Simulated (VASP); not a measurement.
Here is a VASP 6.6.1 calculation.

File POSCAR:

```
TiSe2
1.0
    3.4811856662      0.0000000000      0.0000000000
   -1.7405928331      3.0147952222      0.0000000000
    0.0000000000      0.0000000000      5.8709880419
Ti Se
1 2
Direct
    0.0000000000      0.0000000000      0.0000000000
    0.3333333333      0.6666666667      0.2646599412
    0.6666666667      0.3333333333      0.7353400588
```

File INCAR.step1:

```
SYSTEM = TiSe2
ALGO = Normal
EDIFF = 1E-6
ENCUT = 400
GGA = PE
GGA_COMPAT = .FALSE.
ISIF = 2
ISMEAR = 0
IVDW = 12
LASPH = .TRUE.
LCHARG = .TRUE.
LMAXMIX = 4
LORBIT = 11
LREAL = .FALSE.
LWAVE = .FALSE.
NBANDS = 19
NEDOS = 2001
NELM = 120
PREC = Accurate
SIGMA = 0.1
```

File KPOINTS.step1:

```
k-points
0
G
  15 15 8
  0 0 0
```

INCAR.step2

```
SYSTEM = TiSe2
ALGO = Normal
EDIFF = 1E-6
ENCUT = 400
GGA = PE
GGA_COMPAT = .FALSE.
ICHARG = 11
ISIF = 2
ISMEAR = -5
IVDW = 12
LASPH = .TRUE.
LCHARG = .FALSE.
LMAXMIX = 4
LORBIT = 11
LREAL = .FALSE.
LWAVE = .FALSE.
NEDOS = 2001
NELM = 120
PREC = Accurate
SIGMA = 0.1
```

The input KPOINTS.step2:

```
k-points
0
G
  23 23 12
  0 0 0
```

Potentials or basis: VASP PAW PBE potentials, release 64 (Ti_sv, Se).

Launch:

```bash
$ cat potpaw_PBE.64/Ti_sv/POTCAR potpaw_PBE.64/Se/POTCAR > POTCAR
$ cp INCAR.step1 INCAR
$ cp KPOINTS.step1 KPOINTS
$ mpirun -np 1 vasp_std > vasp.out
$ cp INCAR.step2 INCAR
$ cp KPOINTS.step2 KPOINTS
$ mpirun -np 1 vasp_std > vasp.out
```

(1) Predict the dispersion energy per atom.

## Answers

(1) -0.450 eV.
